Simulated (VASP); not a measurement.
Input of a VASP 6.6.1 run:

The input INCAR:

```
SYSTEM = BN
PREC = Accurate ; ENCUT = 520
EDIFF = 1E-6 ; ISMEAR = -1
SIGMA = 0.1 ; LREAL = .False.
LASPH = .True. ; NELM = 100
ALGO = Normal ; ISIF = 2
LWAVE = .False. ; LCHARG = .False.
GGA = PS ; NBANDS = 11
```

Contents of KPOINTS:

```
regular mesh
0
Gamma
  15 15 15
  0 0 0
```

File POSCAR:

```
BN
1.0
    0.0000000000      1.6687445117      1.6687445117
    1.6687445117      0.0000000000      1.6687445117
    1.6687445117      1.6687445117      0.0000000000
B N
1 1
Direct
    0.0000000000      0.0000000000      0.0000000000
    0.5000000000      0.5000000000      0.5000000000
```

Potentials or basis: VASP PAW PBE potentials, release 64 (B, N).

Run with:

```sh
$ cat potpaw_PBE.64/B/POTCAR potpaw_PBE.64/N/POTCAR > POTCAR
$ mpirun -np 1 vasp_std > vasp.out
```

Problem. What does it give for the pressure?

Solution. 65.9 GPa.

Problem. What does it give for the band gap on the k mesh?

Solution. 2.37 eV, indirect (least direct gap 6.39 eV).

Caveat: the PAW data sets were made with another functional, which shifts forces and pressure a little. A k mesh can miss the band edges.
